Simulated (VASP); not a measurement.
Si16C (a cell with a defect), 17 atoms in the cell. The cell holds a defect, 17 atoms: a = 7.679 Å, b = 7.679 Å, c = 7.679 Å, α = 60.00°, β = 60.00°, γ = 60.00°. 

- Program: VASP 6.6.1
- Task: single point
- Functional: PBE
- Potentials or basis: VASP PAW PBE potentials, release 64 (Si, C)
- Cutoff: 520 eV
- k mesh: 2 × 2 × 2
- Occupations: gaussian, width 0.05 eV
- Spin: collinear spin
- Starting moments: [0.0, 0.0, 0.0, 0.0, 0.0, 0.0, 0.0, 0.0, 0.0, 0.0, 0.0, 0.0, 0.0, 0.0, 0.0, 0.0, 1.0] μB
- Dipole correction: no
- Further INCAR settings: LREAL = Auto; ALGO = Normal; EDIFF = 1e-07; NBANDS = 52

Potentials or basis: VASP PAW PBE potentials, release 64 (Si, C).

Launch:

```bash
$ cat potpaw_PBE.64/Si/POTCAR potpaw_PBE.64/C/POTCAR > POTCAR
$ mpirun -np 1 vasp_std > vasp.out
```

Hardware: 1 thread of Intel(R) Xeon(R) 6975P-C (Granite Rapids), with other jobs on the host.

How long does it take, and how much memory?

It took 5.3 min on 1 thread of Intel(R) Xeon(R) 6975P-C (Granite Rapids), on a shared host, peak memory 0.71 GiB. Counts: scf iterations 18, k points 8.
